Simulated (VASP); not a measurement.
The system is Tc3Sn.

```
Tc Sn
1.0
     4.48616    0.00000    0.00000
     2.24308    3.88513    0.00000
     2.24308    1.29504    3.66293
Tc Sn
3 1
Cartesian
  2.2431 1.2950 0.9157
  6.7292 3.8851 2.7472
  4.4862 2.5901 1.8315
  0.0000 0.0000 0.0000
```

Base run:

- Program: VASP 6.6.1
- Functional: PBE
- Potentials or basis: VASP PAW PBE potentials, release 64 (Tc_pv, Sn_d)
- Cutoff: 520 eV
- k mesh: 7 × 7 × 7
- Occupations: fermi-dirac, width 0.05 eV
- Spin: no spin polarisation

Its results: band gap on the k mesh zero (an odd number of electrons rules out a gap without spin polarisation); pressure -2.2 GPa.

Problem. The run is repeated on the same cell with these changes: functional from PBE to BLYP. What comes out?

Solution. Band gap on the k mesh zero (an odd number of electrons rules out a gap without spin polarisation); pressure 8.6 GPa.

BLYP binds less tightly than PBE, so the same cell stands under more pressure.

Caveats: spin-orbit coupling is left out, which moves the levels of the heavy elements; the cell stands under pressure (at least some runs); the PAW data sets were made with another functional, which shifts forces and pressure a little (at least some runs).
